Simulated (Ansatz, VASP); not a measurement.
# Nb in VASP and in Ansatz

File INCAR:

```
ALGO     = Normal         # electronic algorithm
EDIFF    = 1E-6           # SCF threshold, eV
ENCUT    = 520            # plane-wave cutoff, eV
GGA      = PS             # functional
ISIF     = 2              # what is computed and relaxed
ISMEAR   = -1             # smearing method
LASPH    = True           # aspherical terms in the spheres
LCHARG   = True           # write CHGCAR
LELF     = True           # ELF
LREAL    = False          # projectors in reciprocal space
LVHAR    = True         
LWAVE    = False          # write WAVECAR
NBANDS   = 12             # bands
NELM     = 80             # most SCF steps
PREC     = Accurate       # precision mode
SIGMA    = 0.05           # smearing width, eV
```

Contents of KPOINTS:

```
k-points
0
Gamma
  16 16 16
```

POSCAR

```
Nb
1.0
    0.0000000000      1.9755852405      1.9755852405
    1.9755852405      0.0000000000      1.9755852405
    1.9755852405      1.9755852405      0.0000000000
Nb
1
Direct
    0.0000000000      0.0000000000      0.0000000000
```

Input for Ansatz:

```yaml
crystal:
  lattice:
    - [0.0, 1.9755852405, 1.9755852405]
    - [1.9755852405, 0.0, 1.9755852405]
    - [1.9755852405, 1.9755852405, 0.0]
  atoms:
    - { symbol: Nb, position: [0.0, 0.0, 0.0] }
kpoints:
  mp_grid: { grid: [16, 16, 16] }
scf:
  occupations: { method: fermi_dirac, width: 0.05 }
hamiltonian:
  xc: pbesol
  pseudopotentials: { kind: all_electron, lapw: { basis_error: 0.001 } }
output:
  forces: true
  stress: true
  eigenvalues: true
  populations: true
```

Change from the starting cell: volume scaled by 0.85, LAPW.

Alike in both runs: task single point; functional PBEsol; k mesh 16 × 16 × 16; occupations fermi-dirac, width 0.05 eV; no spin polarisation.

|  | VASP | Ansatz |
| --- | --- | --- |
| version | VASP 6.6.1 | Ansatz 0.2.0 |
| potentials or method | VASP PAW PBE potentials, release 64 (Nb_sv), cutoff 520 eV | all-electron LAPW, scalar-relativistic |

|  | VASP | Ansatz | Ansatz less VASP |
| --- | --- | --- | --- |
| pressure (GPa) | 37.1 | 37.4 | +0.33 |

VASP's potentials were made for PBE, not for PBEsol. Both programs put the cell under a high pressure, so it lies far from rest at this level. Ansatz ran all-electron here, and VASP with PAW potentials.
